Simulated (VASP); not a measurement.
# Al6Cu4HF in VASP: single point with PBEsol

Aim: the single point of Al6Cu4HF with PBEsol.

Program: VASP 6.6.1. These are calculated values, not measurements. Logs are shortened: lines on timing, memory, paths and dates and some standing lists are left out, and cuts for length are marked.

**1. The cell of the first run**

The cell holds a slab with vacuum, 12 atoms: a = 4.828 Å, b = 4.877 Å, c = 25.325 Å, α = 90.00°, β = 90.00°, γ = 119.67°.

**2. Single point, PBEsol**

Contents of INCAR:

```
SYSTEM = Al6Cu4HF
ALGO = Normal
DIPOL = 0.5 0.5 0.479
EDIFF = 1E-6
ENCUT = 610
GGA = PS
GGA_COMPAT = .FALSE.
IDIPOL = 3
ISIF = 2
ISMEAR = 0
LASPH = .TRUE.
LCHARG = .FALSE.
LDIPOL = .TRUE.
LREAL = .FALSE.
LWAVE = .FALSE.
NBANDS = 63
NELM = 120
NELMDL = -8
PREC = Accurate
SIGMA = 0.1
```

Contents of KPOINTS:

```
k-points
0
G
  7 7 1
  0 0 0
```

Contents of POSCAR:

```
Al6Cu4HF
1.0
    4.8278486177      0.0000000000      0.0000000000
   -2.4139243088      4.2377626288      0.0000000000
    0.0000000000      0.0000000000     25.3248846054
Al Cu F H
6 4 1 1
Direct
    0.7500000000      0.5000000000      0.3356382520
    0.2500000000      0.5000000000      0.3963343618
    0.9107326843      0.8211626705      0.4488295855
    0.5910416410      0.1814837277      0.4484756973
    0.2535884924      0.5060311463      0.5074613023
    0.7491628429      0.4969700678      0.5578614886
    0.7500000000      0.0000000000      0.3659863068
    0.2500000000      0.0000000000      0.3659863068
    0.2522614095      0.0050242392      0.5326567289
    0.7538537488      0.0050728875      0.5327100278
    0.8404534291      0.6838634842      0.6360676501
    0.9390892986      0.8885324954      0.6173121221
```

Potentials or basis: VASP PAW PBE potentials, release 64 (Al, Cu_sv_GW, F, H).

Started as:

```
cat potpaw_PBE.64/Al/POTCAR potpaw_PBE.64/Cu_sv_GW/POTCAR potpaw_PBE.64/F/POTCAR potpaw_PBE.64/H/POTCAR > POTCAR
mpirun -np 1 vasp_std > vasp.out
```

OUTCAR:

```text
SYSTEM = Al6Cu4HF
   EDIFF = 1E-6
   ENCUT = 610
   GGA = PS
   ISIF = 2
   ISMEAR = 0
   LASPH = .TRUE.
   LREAL = .FALSE.
   NELM = 120
   NELMDL = -8
   PREC = Accurate

 ion  position               nearest neighbor table
   1  0.750  0.500  0.336-   7 2.56   7 2.56   8 2.56   8 2.56   2 2.86   2 2.86   4 3.16   3 3.17

   2  0.250  0.500  0.396-   8 2.56   8 2.56   7 2.56   7 2.56   5 2.81   1 2.86   1 2.86   4 3.06
                             4 3.07   3 3.07   3 3.07   3 3.17   4 3.18
   3  0.911  0.821  0.449-   8 2.54   7 2.54  10 2.56   9 2.56   4 2.71   4 2.86   4 2.86   2 3.07
                             2 3.07   6 3.08   5 3.13   5 3.13   2 3.17   1 3.17   5 3.26
   4  0.591  0.181  0.448-   7 2.53   8 2.53   9 2.56  10 2.56   3 2.71   3 2.86   3 2.86   2 3.06
                             2 3.07   6 3.08   5 3.15   5 3.16   1 3.16   2 3.18   5 3.23
   5  0.254  0.506  0.507-   9 2.52  10 2.52   9 2.52  10 2.52   6 2.73   6 2.73   2 2.81   3 3.13
                             3 3.13   4 3.15   4 3.16   4 3.23   3 3.26
   6  0.749  0.497  0.558-  11 2.13  10 2.49   9 2.49   9 2.55  10 2.55   5 2.73   5 2.73   4 3.08
                             3 3.08
   7  0.750  0.000  0.366-   8 2.41   8 2.41   4 2.53   3 2.54   1 2.56   1 2.56   2 2.56   2 2.56

   8  0.250  0.000  0.366-   7 2.41   7 2.41   4 2.53   3 2.54   1 2.56   1 2.56   2 2.56   2 2.56

   9  0.252  0.005  0.533-  10 2.41  10 2.42   6 2.49   5 2.52   5 2.52   6 2.55   3 2.56   4 2.56

  10  0.754  0.005  0.533-   9 2.41   9 2.42   6 2.49   5 2.52   5 2.52   6 2.55   3 2.56   4 2.56

  11  0.840  0.684  0.636-  12 0.99   6 2.13
  12  0.939  0.889  0.617-  11 0.99

  LATTYP: Found a base centered orthorhombic cell.
 ALAT       =     4.8278486177
 B/A-ratio  =     1.7555490921
 C/A-ratio  =     5.2455838223

  Lattice vectors:

 A1 = (   2.4139243088,  -4.2377626288,   0.0000000000)
 A2 = (   2.4139243089,   4.2377626288,   0.0000000000)
 A3 = (   0.0000000000,   0.0000000000,  25.3248846054)

Analysis of symmetry for initial positions (statically):
=====================================================================
 Subroutine PRICEL returns:
 Original cell was already a primitive cell.

 Routine SETGRP: Setting up the symmetry group for a
 base centered orthorhombic supercell.

 Subroutine GETGRP returns: Found  1 space group operations
 (whereof  1 operations were pure point group operations)
 out of a pool of  8 trial point group operations.

The static configuration has the point symmetry C_1 .

Analysis of symmetry for dynamics (positions and initial velocities):
=====================================================================
 Subroutine PRICEL returns:
 Original cell was already a primitive cell.

 Routine SETGRP: Setting up the symmetry group for a
 base centered orthorhombic supercell.

 Subroutine GETGRP returns: Found  1 space group operations
 (whereof  1 operations were pure point group operations)
 out of a pool of  8 trial point group operations.

The dynamic configuration has the point symmetry C_1 .

 Subroutine INISYM returns: Found  1 space group operations
 (whereof  1 operations are pure point group operations),
 and found     1 'primitive' translations

----------------------------------------------------------------------------------------

                                     Primitive cell

  volume of cell :     518.1288

  direct lattice vectors                    reciprocal lattice vectors
     4.827848618  0.000000000  0.000000000     0.207131598  0.117986788  0.000000000
    -2.413924309  4.237762629  0.000000000     0.000000000  0.235973576  0.000000000
     0.000000000  0.000000000 25.324884605     0.000000000  0.000000000  0.039486853

  length of vectors
     4.827848618  4.877054712 25.324884605     0.238378651  0.235973576  0.039486853

  position of ions in fractional coordinates (direct lattice)
     0.750000000  0.500000000  0.335638252
     0.250000000  0.500000000  0.396334362
     0.910732684  0.821162671  0.448829586
     0.591041641  0.181483728  0.448475697
     0.253588492  0.506031146  0.507461302
     0.749162843  0.496970068  0.557861489
     0.750000000  0.000000000  0.365986307
     0.250000000  0.000000000  0.365986307
     0.252261410  0.005024239  0.532656729
     0.753853749  0.005072887  0.532710028
[... 33 lines left out ...]
  Length of vectors
     0.034054093  0.033710511  0.039486853

  Shift w.r.t. Gamma in fractional coordinates (k-lattice)
     0.000000000  0.000000000  0.000000000

 Subroutine IBZKPT returns following result:
 ===========================================

 Found     25 irreducible k-points:

 Following reciprocal coordinates:
            Coordinates               Weight
  0.000000  0.000000  0.000000      1.000000
  0.142857 -0.000000  0.000000      2.000000
  0.142857 -0.142857  0.000000      2.000000
  0.285714  0.000000  0.000000      2.000000
  0.285714 -0.285714  0.000000      2.000000
  0.428571  0.000000  0.000000      2.000000
[... 16 lines left out ...]
  0.428571  0.285714  0.000000      2.000000
  0.000000  0.428571  0.000000      2.000000
   k-points           NKPTS =     25   k-points in BZ     NKDIM =     25   number of bands    NBANDS=     63
   number of dos      NEDOS =    301   number of ions     NIONS =     12
   total plane-waves  NPLWV = 336000
   dimension x,y,z NGX =    40 NGY =   40 NGZ =  210
   dimension x,y,z NGXF=    80 NGYF=   80 NGZF=  420
   ions per type =               6   4   1   1
   NGX,Y,Z   is equivalent  to a cutoff of  13.77, 13.63, 13.79 a.u.
   NGXF,Y,Z  is equivalent  to a cutoff of  27.55, 27.27, 27.57 a.u.
 SYSTEM =  Al6Cu4HF
   PREC   = accura    normal or accurate (medium, high low for compatibility)
   ISTART =      0    job   : 0-new  1-cont  2-samecut
   ICHARG =      2    charge: 1-file 2-atom 10-const
   ISPIN  =      1    spin polarized calculation?
   LNONCOLLINEAR =      F non collinear calculations
   LSORBIT =      F    spin-orbit coupling
   LASPH  =      T    aspherical Exc in radial PAW
   ENCUT  =  610.0 eV  44.83 Ry    6.70 a.u.   9.72  9.82 51.00*2*pi/ulx,y,z
   NELM   =    120;   NELMIN=  2; NELMDL= -8     # of ELM steps
   EDIFF  = 0.1E-05   stopping-criterion for ELM
   LREAL  =      F    real-space projection
   EDIFFG = 0.1E-04   stopping-criterion for IOM
   NSW    =      0    number of steps for IOM
   IBRION =     -1    ionic relax: 0-MD 1-quasi-New 2-CG
   NFREE  =      0    steps in history (QN), initial steepest desc. (CG)
   ISIF   =      2    stress and relaxation
   ISYM   =      2    0-nonsym 1-usesym 2-fastsym
   POTIM  = 0.5000    time-step for ionic-motion
   TEBEG  =    0.0;   TEEND  =   0.0 temperature during run
   PSTRESS=    0.0 pullay stress
   NELECT =     102.0000    total number of electrons
   NUPDOWN=      -1.0000    fix difference up-down
   EMIN   =  10.00;   EMAX   =-10.00  energy-range for DOS
   EFERMI =   0.00;   METHOD = LEGACY
   ISMEAR =     0;   SIGMA  =   0.10  broadening in eV -4-tet -1-fermi 0-gaus
   EFERMI_NEDOS =   21; number of points for ismear=-14 and -15
   IALGO  =     38    algorithm
   IMIX   =      4    mixing-type and parameters
     AMIX     =   0.40;   BMIX     =  1.00
     AMIX_MAG =   1.60;   BMIX_MAG =  1.00
  volume/ion in A,a.u.               =      43.18       291.38
  Fermi-wavevector in a.u.,A,eV,Ry     =   0.952348  1.799677 12.340029  0.906967
  Thomas-Fermi vector in A             =   2.080902
   LORBIT       =      0    0 simple, 1 ext, 2 COOP (PROOUT), +10 PAW based schemes
   GGA     = PS    functional components
   LHFCALC =     F    Hartree Fock is set to
   AEXX    =    0.0000 exact exchange contribution
   IVDW    =     0    specifies the selected vdW correction
   LEPSILON=     F    determine dielectric tensor
   LRPA    =     F    only Hartree local field effects (RPA)
 non-spin polarized calculation
 Gauss-broadening in eV      SIGMA  =   0.10
  energy-cutoff  :      610.00
  volume of cell :      518.13
 maximum number of plane-waves:     17773
   NGX = 19   NGY = 19   NGZ =101

 dipolmoment           0.000000      0.000000     -0.001237 electrons x Angstroem

 number of electron     101.9999986 magnetization

 dipolmoment           0.000000      0.000000      0.010938 electrons x Angstroem

 Free energy of the ion-electron system (eV)
  ---------------------------------------------------
  ext. energy  EPLUGINS =         0.00000000
  ---------------------------------------------------
  free energy    TOTEN  =       -49.08599816 eV

  energy without entropy =      -49.06065109  energy(sigma->0) =      -49.07332462

 E-fermi :  -0.7870     XC(G=0):  -4.1351

 val. band max:       -0.7915272805   @ k =   0.1429  -0.1429   0.0000
 cond. band min:      -0.7845514277   @ k =   0.1429   0.1429   0.0000
 fundamental gap:      0.0069758528
 Fermi energy:        -0.7870005656

 k-point     1 :       0.0000    0.0000    0.0000
  band No.  band energies     occupation
      1    -113.7819      2.00000
      2    -113.7706      2.00000
      3    -113.6872      2.00000
      4    -113.6769      2.00000
      5     -71.3960      2.00000
      6     -71.3800      2.00000
[... 1573 lines left out ...]
     62       4.4893      0.00000
     63       4.5187      0.00000

 [... further k-points ...]

------------------------ aborting loop because EDIFF is reached ----------------------------------------

 vacuum level on the upper side and lower side of the slab       (xc-potential included)        -0.106        -0.194

  FORCE on cell =-STRESS in cart. coord.  units (eV):
  Direction    XX          YY          ZZ          XY          YZ          ZX
  --------------------------------------------------------------------------------------
  -------------------------------------------------------------------------------------
  Total       -3.0552014     -6.4200556     -1.7825700      0.0063328     -0.0390390     -0.0213739
  in kB       -9.4474082    -19.8523365     -5.5121297      0.0195825     -0.1207179     -0.0660930
  external PRESSURE =     -11.6039581 kB  Pullay stress =       0.0000000 kB

 VOLUME and BASIS-vectors are now :
 -----------------------------------------------------------------------------
  energy-cutoff  :      610.00
  volume of cell :      518.13
      direct lattice vectors                 reciprocal lattice vectors
     4.827848618  0.000000000  0.000000000     0.207131598  0.117986788  0.000000000
    -2.413924309  4.237762629  0.000000000     0.000000000  0.235973576  0.000000000
     0.000000000  0.000000000 25.324884605     0.000000000  0.000000000  0.039486853

 POSITION                                       TOTAL-FORCE (eV/Angst)
 -----------------------------------------------------------------------------------
      2.41392      2.11888      8.50000         0.000528     -0.030826      0.571287
      0.00000      2.11888     10.03712         0.000137      0.009203     -0.207195
      2.41465      3.47989     11.36656         0.000522     -0.000286      0.003255
      2.41537      0.76908     11.35760        -0.000047     -0.001535      0.001039
      0.00277      2.14444     12.85140         0.001200     -0.001112     -0.000673
      2.41720      2.10604     14.12778        -0.000196     -0.010333      0.005494
      3.62089      0.00000      9.26856         0.010367      0.010896     -0.189411
      1.20696      0.00000      9.26856        -0.008217      0.011549     -0.186742
      1.20575      0.02129     13.48947        -0.005313      0.001742      0.003687
      3.62725      0.02150     13.49082         0.004340      0.001039      0.005122
      2.40679      2.89805     16.10834        -0.000212     -0.179949      0.085924
      2.38893      3.76539     15.63336        -0.003109      0.189611     -0.091788
 -----------------------------------------------------------------------------------
    total drift:                               -0.000094      0.003699     -0.009454

  FREE ENERGIE OF THE ION-ELECTRON SYSTEM (eV)
  ---------------------------------------------------
  free  energy   TOTEN  =       -49.0859981587 eV

  energy  without entropy=      -49.0606510871  energy(sigma->0) =      -49.07332462

 vacuum level on the upper side and lower side of the slab         3.548         3.458
```

Wall time 35 min (1 thread of Intel Xeon 6975P-C (Granite Rapids), shared host); peak memory 1.3 GiB.

What came out:

```yaml
Free_energy: -49.0860 eV
Largest_force: 0.572 eV/Å
Band_gap_on_the_k_mesh: zero (bands 51 and 52 overlap by 1.13 eV)
```

Forces in eV/Å, atoms in the order of the input:
```
Al   0.001 -0.031  0.571
Al   0.000  0.009 -0.207
Al   0.001  0.000  0.003
Al   0.000 -0.002  0.001
Al   0.001 -0.001 -0.001
Al   0.000 -0.010  0.005
Cu   0.010  0.011 -0.189
Cu  -0.008  0.012 -0.187
Cu  -0.005  0.002  0.004
Cu   0.004  0.001  0.005
F    0.000 -0.180  0.086
H   -0.003  0.190 -0.092
```

Levels at points of the mesh, in eV from the Fermi level:
```tsv
k point	band 48	band 49	band 50	band 51	band 52	band 53	band 54	band 55
(0.00, 0.00, 0.00)	-1.25	-1.15	-1.05	-0.56	-0.53	-0.23	1.04	1.74
```

Caveat: the PAW data sets were made with another functional, which shifts forces and pressure a little. With open d or f shells a metallic result of PBEsol can be an artefact of self-interaction; +U or a hybrid may open a gap.
